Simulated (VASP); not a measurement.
Here is a VASP 6.6.1 calculation.

File INCAR:

```
SYSTEM = Ni
ALGO = Normal ; DIPOL = 0.5 0.5 0.500
EDIFF = 1E-6 ; ENCUT = 520
GGA = PS ; IDIPOL = 3
ISIF = 2 ; ISMEAR = -1
ISPIN = 2 ; LASPH = .True.
LCHARG = .False. ; LDIPOL = .True.
LMAXMIX = 4 ; LORBIT = 11
LREAL = .False. ; LWAVE = .False.
MAGMOM = 1 1 1 1 1 ; NBANDS = 37
NELM = 150 ; PREC = Accurate
SIGMA = 0.05
```

File KPOINTS:

```
k-points
0
Gamma
  15 15 1
  0 0 0
```

Contents of POSCAR:

```
Ni
1.0
    2.4483042280      0.0000000000      0.0000000000
   -1.2241521140      2.1202936576      0.0000000000
    0.0000000000      0.0000000000     23.9961000000
Ni
5
Direct
    0.3333333333      0.1666666667      0.3344780355
    0.6666666667      0.8333333333      0.4166736624
    1.0000000000      0.5000000000      0.5000003244
    0.3333333333      0.1666666667      0.5833266220
    0.6666666667      0.8333333333      0.6655213553
```

Potentials or basis: VASP PAW PBE potentials, release 64 (Ni).

Run with:

```bash
$ cat potpaw_PBE.64/Ni/POTCAR > POTCAR
$ mpirun -np 1 vasp_std > vasp.out
```

(1) What does it give for the largest force?

(2) Estimate the net moment.

(3) Estimate the site moments.

Results:

(1) 0.004 eV/Å.

(2) 3.32 μB per cell.

(3) Ni +0.68, +0.65 (each value once) μB.

Caveat: the PAW data sets were made with another functional, which shifts forces and pressure a little.
